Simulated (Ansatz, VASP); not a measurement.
Two plane-wave programs on WS2

```xyz
6
Lattice="3.1595 0.0000 0.0000 -1.5798 2.7362 0.0000 0.0000 0.0000 23.8043" Properties=species:S:1:pos:R:3 pbc="T T T"
S     0.0000    1.8242    4.5000
S     0.0000    1.8242    7.6521
S     1.0532    2.7362   11.0921
S     1.0532    2.7362   14.2443
W     1.5798    0.9121    6.0761
W    -0.5266    3.6483   12.6682
```

Alike in both runs: task single point; functional PBE; dispersion D3(BJ); k mesh 9 × 9 × 1; occupations gaussian, width 0.05 eV; no spin polarisation.

|  | VASP | Ansatz |
| --- | --- | --- |
| version | VASP 6.6.1 | Ansatz 0.2.0 |
| potentials or method | VASP PAW PBE potentials, release 64 (S, W_sv), cutoff 520 eV | scalar-relativistic, plane waves, PAW |
| valence electrons in the cell | 52 | 52 |

Ansatz gave:

* gap on the k mesh at the Fermi level (eV): 1.73
* least direct gap on the mesh (eV): 1.91
* rms of the force components (eV/Å): 0.022

Q: What did VASP give for the same quantities?

A: gap on the k mesh at the Fermi level (eV): 1.75; least direct gap on the mesh (eV): 1.91; rms of the force components (eV/Å): 0.022.

Neither program's run includes spin-orbit coupling.
